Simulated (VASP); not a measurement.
## HfPb3: relaxation of cell and atoms with PBE

The system is HfPb3.

```
Hf Pb
1.0
     4.78517    0.00000    0.00000
     0.00000    4.78517    0.00000
     0.00000    0.00000    4.78517
Hf Pb
1 3
Cartesian
  0.0000 0.0000 0.0000
  0.0000 2.3926 2.3926
  2.3926 0.0000 2.3926
  2.3926 2.3926 0.0000
```

```json
{
  "Program": "VASP 6.6.1",
  "Task": "relaxation of cell and atoms",
  "Functional": "PBE",
  "Potentials or basis": "VASP PAW PBE potentials, release 64 (Hf_pv, Pb_d)",
  "Cutoff": "600 eV",
  "k mesh": "10 × 10 × 10",
  "Occupations": "gaussian, width 0.1 eV",
  "Spin": "no spin polarisation",
  "Dipole correction": "no",
  "Further INCAR settings": "ALGO = Fast; EDIFF = 1e-06; IBRION = 2; EDIFFG = -0.01; NSW = 100; ISIF = 3"
}
```

```json
{"Relaxed volume": "27.52 Å³/atom", "Relaxed cell": "a = 4.793 Å, b = 4.793 Å, c = 4.793 Å, α = 90.00°, β = 90.00°, γ = 90.00°", "Space group after relaxing (to 0.1 Å)": "Pm-3m (No. 221)", "Energy gained by relaxing": "0.1 meV/atom", "Ionic steps": "3", "Pressure after relaxing": "0.0 GPa", "Band gap on the k mesh": "zero (bands 26 and 27 overlap by 0.80 eV)"}
```

Step by step:
| step | energy change (eV) | largest force (eV/Å) | pressure (GPa) | volume (Å³) |
| --- | --- | --- | --- | --- |
| 1 | 0.0000 | 0.0000 | 0.27 | 109.57 |
| 2 | -0.0003 | 0.0000 | -0.14 | 110.31 |
| 3 | -0.0004 | 0.0000 | 0.03 | 110.08 |

Final structure:
```yaml
crystal:
  lattice:
    - [4.79257, 0.00000, 0.00000]
    - [0.00000, 4.79257, 0.00000]
    - [0.00000, 0.00000, 4.79257]
  atoms:
    - { symbol: Hf, position: [0.00000, 0.00000, 0.00000] }
    - { symbol: Pb, position: [0.00000, 0.50000, 0.50000] }
    - { symbol: Pb, position: [0.50000, 0.00000, 0.50000] }
    - { symbol: Pb, position: [0.50000, 0.50000, 0.00000] }
```

Levels at points of the mesh, in eV from the Fermi level:
| k point | band 24 | band 25 | band 26 | band 27 | band 28 | band 29 |
| --- | --- | --- | --- | --- | --- | --- |
| (0.00, 0.00, 0.00) | -3.03 | 0.05 | 0.56 | 0.56 | 0.56 | 0.73 |
| (0.50, 0.00, 0.00) | -1.96 | -1.73 | -0.24 | -0.24 | 0.57 | 0.86 |
| (0.50, 0.50, 0.00) | -1.59 | -1.12 | 0.09 | 0.09 | 0.37 | 0.40 |
| (0.50, 0.50, 0.50) | -3.77 | -3.77 | -1.11 | 1.19 | 1.19 | 1.65 |

Wall time 9.1 min on 1 thread of AMD EPYC 9R14 (Zen 4) (shared host), peak memory 0.36 GiB.

Caveat: spin-orbit coupling is left out, which moves the levels of the heavy elements.
